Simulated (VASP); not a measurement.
A run of VASP 6.6.1 is set up as follows.

File INCAR:

```
ALGO     = Fast           # electronic algorithm
EDIFF    = 1E-6           # SCF threshold, eV
ENCUT    = 520            # plane-wave cutoff, eV
GGA      = PE             # functional
ISIF     = 2              # what is computed and relaxed
ISMEAR   = 0              # smearing method
LASPH    = True           # aspherical terms in the spheres
LCHARG   = False          # write CHGCAR
LREAL    = False          # projectors in reciprocal space
LWAVE    = False          # write WAVECAR
NBANDS   = 16             # bands
NELM     = 100            # most SCF steps
PREC     = Accurate       # precision mode
SIGMA    = 0.05           # smearing width, eV
```

File KPOINTS:

```
k-points
0
Gamma
  10 10 10
```

The input POSCAR:

```
LaRe
1.0
    3.6072872157      0.0000000000      0.0000000000
    0.0000000000      3.6072872157      0.0000000000
    0.0000000000      0.0000000000      3.6072872157
La Re
1 1
Direct
    0.0000000000      0.0000000000      0.0000000000
    0.5000000000      0.5000000000      0.5000000000
```

Potentials or basis: VASP PAW PBE potentials, release 64 (La, Re).

Command:

```bash
$ cat potpaw_PBE.64/La/POTCAR potpaw_PBE.64/Re/POTCAR > POTCAR
$ mpirun -np 1 vasp_std > vasp.out
```

Estimate the band gap on the k mesh.

zero (bands 9 and 10 overlap by 1.94 eV).

Predict the pressure.

-1.8 GPa.

Caveat: spin-orbit coupling is left out, which moves the levels of the heavy elements.
